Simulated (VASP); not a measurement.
A run of VASP 6.6.1 is set up as follows.

File POSCAR:

```
BiTe
1.0
    2.4545891627      1.4171577139      3.3609455389
   -2.4545891627      1.4171577139      3.3609455389
    0.0000000000     -2.8343154277      3.3609455389
Bi Te
1 1
Direct
    0.5000000000      0.5000000000      0.5000000000
    0.0000000000      0.0000000000      0.0000000000
```

INCAR.step1

```
SYSTEM = BiTe
ALGO     = Normal         ! electronic algorithm
EDIFF    = 1E-4           ! SCF threshold, eV
ENCUT    = 520            ! plane-wave cutoff, eV
GGA      = PE             ! functional
ISMEAR   = -1             ! smearing method
LASPH    = .TRUE.         ! aspherical terms in the spheres
LCHARG   = .FALSE.        ! write CHGCAR
LREAL    = .FALSE.        ! projectors in reciprocal space
LWAVE    = .TRUE.         ! write WAVECAR
NBANDS   = 18             ! bands
NELM     = 60             ! most SCF steps
PREC     = Accurate       ! precision mode
SIGMA    = 0.05           ! smearing width, eV
```

Contents of INCAR.step2:

```
SYSTEM = BiTe
ALGO     = Normal         ! electronic algorithm
EDIFF    = 1E-6           ! SCF threshold, eV
ENCUT    = 520            ! plane-wave cutoff, eV
ISIF     = 2              ! what is computed and relaxed
ISMEAR   = -1             ! smearing method
ISTART   = 1            
LASPH    = .TRUE.         ! aspherical terms in the spheres
LCHARG   = .FALSE.        ! write CHGCAR
LMIXTAU  = .TRUE.       
LREAL    = .FALSE.        ! projectors in reciprocal space
LWAVE    = .FALSE.        ! write WAVECAR
METAGGA  = R2SCAN         ! meta-GGA
NBANDS   = 18             ! bands
NELM     = 60             ! most SCF steps
PREC     = Accurate       ! precision mode
SIGMA    = 0.05           ! smearing width, eV
```

File KPOINTS:

```
k-points
0
G
  7 7 7
  0 0 0
```

Potentials or basis: VASP PAW PBE potentials, release 64 (Bi_d, Te).

Command:

```bash
$ cat potpaw_PBE.64/Bi_d/POTCAR potpaw_PBE.64/Te/POTCAR > POTCAR
$ cp INCAR.step1 INCAR
$ mpirun -np 1 vasp_std > vasp.out
$ cp INCAR.step2 INCAR
$ mpirun -np 1 vasp_std > vasp.out
```

(1) What does it give for the pressure?

Results:

(1) -2.4 GPa.

Caveat: the PAW data sets were made with another functional, which shifts forces and pressure a little.
